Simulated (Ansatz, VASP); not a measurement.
## TiInSe3 in VASP and in Ansatz

```
CELL_PARAMETERS angstrom
5.02023 0.00000 0.00000
0.00000 5.02023 0.00000
0.00000 0.00000 5.02023
ATOMIC_POSITIONS crystal
Ti 0.50000 0.50000 0.50000
In 0.00000 0.00000 0.00000
Se 0.00000 0.50000 0.50000
Se 0.50000 0.50000 0.00000
Se 0.50000 0.00000 0.50000
```

Change from the starting cell: species swapped into the ZnCo3C type (Pm-3m, No. 221).

Alike in both runs: functional PBE; k mesh 4 × 4 × 4; occupations gaussian, width 0.1 eV; collinear spin.

Ansatz relaxed the structure, and its values are those at the end. VASP's run is a single point on that final structure, the one shown.

|  | VASP | Ansatz |
| --- | --- | --- |
| version | VASP 6.6.1 | Ansatz 0.2.0 |
| potentials or method | VASP PAW PBE potentials, release 64 (Ti_sv, In_d, Se), cutoff 520 eV | scalar-relativistic, plane waves, PAW |
| valence electrons in the cell | 43 | 73 |

|  | VASP | Ansatz | Ansatz less VASP |
| --- | --- | --- | --- |
| gap on the k mesh at the Fermi level (eV) | none | none | - |
| pressure (GPa) | 0.4 | 0.4 | -0.05 |
| net moment per atom (μB) | 0.00 | 0.00 | 0.000 |

A gap of «none» marks a metal or a gap that the smearing closes. With one functional, cell and mesh, what is left measures potentials, basis and numerics. VASP's potentials hold 43 valence electrons a cell and Ansatz's 73, so a difference there can come from the potentials and not from the codes. Ansatz's warnings: seeded moment not kept.
